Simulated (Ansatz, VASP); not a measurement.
**Si2W: VASP beside Ansatz**

```
Si W
1.0
     4.55148    0.00000    0.00000
    -2.27574    3.94170    0.00000
     0.00000    0.00000    6.56713
Si W
6 3
Direct
  0.83612 0.67224 0.50000
  0.16388 0.83612 0.83333
  0.67224 0.83612 0.16667
  0.16388 0.32776 0.50000
  0.83612 0.16388 0.83333
  0.32776 0.16388 0.16667
  0.00000 0.50000 0.16667
  0.50000 0.50000 0.83333
  0.50000 0.00000 0.50000
```

Alike in both runs: functional LDA; k mesh 12 × 12 × 8; occupations gaussian, width 0.1 eV; no spin polarisation.

Ansatz relaxed the structure, and its values are those at the end. VASP's run is a single point on that final structure, the one shown.

|  | VASP | Ansatz |
| --- | --- | --- |
| version | VASP 6.6.1 | Ansatz 0.2.0 |
| potentials or method | VASP PAW LDA potentials, release 64 (Si, W_sv), cutoff 520 eV | scalar-relativistic, plane waves, PAW |
| valence electrons in the cell | 66 | 66 |

|  | VASP | Ansatz | Ansatz less VASP |
| --- | --- | --- | --- |
| gap on the k mesh at the Fermi level (eV) | none | none | - |
| pressure (GPa) | 0.7 | 0.0 | -0.72 |
| rms of the force components (eV/Å) | 0.004 | 0.000 | -0.0034 |

Ansatz warns that its potentials were made for another functional, while VASP's fit it. LDA's correlation is that of Perdew and Zunger in VASP and of Perdew and Wang (1992) in Ansatz. A gap of «none» marks a metal or a gap that the smearing closes.

Spin-orbit coupling is off throughout.
